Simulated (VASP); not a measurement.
A run of VASP 6.6.1 is set up as follows.

INCAR

```
  PREC = Accurate
  ENCUT = 520
  EDIFF = 1E-7
  ISMEAR = 0
  SIGMA = 0.1
  LREAL = False
  LASPH = True
  NELM = 80
  ALGO = Normal
  ISIF = 2
  LWAVE = False
  LCHARG = True
  GGA = PS
  LELF = True
  LVHAR = True
  NBANDS = 8
```

The input KPOINTS:

```
regular mesh
0
Gamma
  24 24 24
```

File POSCAR:

```
Al
1.0
    0.0000000000      2.0066491991      2.0066491991
    2.0066491991      0.0000000000      2.0066491991
    2.0066491991      2.0066491991      0.0000000000
Al
1
Direct
    0.0000000000      0.0000000000      0.0000000000
```

Potentials or basis: VASP PAW PBE potentials, release 64 (Al).

Command:

```bash
$ cat potpaw_PBE.64/Al/POTCAR > POTCAR
$ mpirun -np 1 vasp_std > vasp.out
```

Question: What does it give for the pressure?

Answer: 0.1 GPa.

Caveat: the PAW data sets were made with another functional, which shifts forces and pressure a little.
